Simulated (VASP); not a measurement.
The system is Ir.

```xyz
1
Lattice="0.0000 1.9361 1.9361 1.9361 0.0000 1.9361 1.9361 1.9361 0.0000" Properties=species:S:1:pos:R:3 pbc="T T T"
Ir    0.0000    0.0000    0.0000
```

Base run:

* Program: VASP 6.6.1
* Functional: PBE
* Potentials or basis: VASP PAW PBE potentials, release 64 (Ir)
* Cutoff: 520 eV
* k mesh: 20 × 20 × 20
* Occupations: fermi-dirac, width 0.1 eV
* Spin: no spin polarisation

Its results: pressure 0.3 GPa.

Question: After a change of settings the same cell gave: pressure -0.9 GPa. Which change was it?
A. k mesh from 20 × 20 × 20 to 11 × 11 × 11
B. k mesh from 20 × 20 × 20 to 7 × 7 × 7
C. k mesh from 20 × 20 × 20 to 23 × 23 × 23
D. k mesh from 20 × 20 × 20 to 2 × 2 × 2

Answer: B.

Caveats: some runs use coarse meshes.
